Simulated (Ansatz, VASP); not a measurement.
One calculation of Mg2Ga2O3, two programs

File INCAR:

```
  PREC = Accurate
  ENCUT = 600
  EDIFF = 1E-6
  ISMEAR = 0
  SIGMA = 0.1
  LREAL = F
  LASPH = T
  NELM = 80
  ALGO = Normal
  ISIF = 3
  LWAVE = F
  LCHARG = F
  GGA = PE
  IBRION = 2
  NSW = 100
  EDIFFG = -0.01
```

Contents of KPOINTS:

```
regular mesh
0
Gamma
  12 12 4
```

File POSCAR:

```
Mg2Ga2O3
1.0
    3.1281005194      0.0000000000      0.0000000000
   -1.5640502597      2.7090145154      0.0000000000
    0.0000000000      0.0000000000     10.2015276953
Mg Ga O
2 2 3
Direct
    0.6666666667      0.3333333333      0.3801921844
    0.3333333333      0.6666666667      0.6198078156
    0.3333333333      0.6666666667      0.0969473876
    0.6666666667      0.3333333333      0.9030526124
    0.3333333333      0.6666666667      0.2748542093
    0.6666666667      0.3333333333      0.7251457907
    0.0000000000      0.0000000000      0.5000000000
```

Input for Ansatz:

```yaml
crystal:
  lattice:
    - [3.1281005194, 0.0, 0.0]
    - [-1.5640502597, 2.7090145154, 0.0]
    - [0.0, 0.0, 10.2015276953]
  atoms:
    - { symbol: Mg, position: [0.6666666667, 0.3333333333, 0.3801921844] }
    - { symbol: Mg, position: [0.3333333333, 0.6666666667, 0.6198078156] }
    - { symbol: Ga, position: [0.3333333333, 0.6666666667, 0.0969473876] }
    - { symbol: Ga, position: [0.6666666667, 0.3333333333, 0.9030526124] }
    - { symbol: O, position: [0.3333333333, 0.6666666667, 0.2748542093] }
    - { symbol: O, position: [0.6666666667, 0.3333333333, 0.7251457907] }
    - { symbol: O, position: [0.0, 0.0, 0.5] }
basis:
  ecutwfc: 420
kpoints:
  mp_grid: { grid: [12, 12, 4] }
hamiltonian:
  xc: pbe
scf:
  occupations: { method: gaussian, width: 0.1 }
output:
  forces: true
  stress: true
  eigenvalues: true
relax:
  adjacent_minimum: "off"
  f_tol: 0.01
  max_steps: 80
  cell: { stress_tol: 0.05 }
```

Change from the starting cell: the structure that the rattled cell fell into.

Alike in both runs: task relaxation of cell and atoms; functional PBE; k mesh 12 × 12 × 4; occupations gaussian, width 0.1 eV; no spin polarisation.

```csv
,VASP,Ansatz
version,VASP 6.6.1,Ansatz 0.2.0
potentials or method,"VASP PAW PBE potentials, release 64 (Mg, Ga_d, O), cutoff 600 eV","scalar-relativistic, plane waves, PAW"
valence electrons in the cell,48,64
```

|  | VASP | Ansatz | Ansatz less VASP |
| --- | --- | --- | --- |
| gap on the k mesh at the Fermi level, each at its own relaxed structure (eV) | none | none | - |
| relaxed volume (Å³/atom) | 12.31 | 12.38 | +0.063 |
| relaxed length of the cell vector where the two differ most in proportion (Å) | 3.142 | 3.150 | +0.0084 |

A gap of «none» marks a metal or a gap that the smearing closes. VASP's potentials hold 48 valence electrons a cell and Ansatz's 64, so a difference there can come from the potentials and not from the codes.
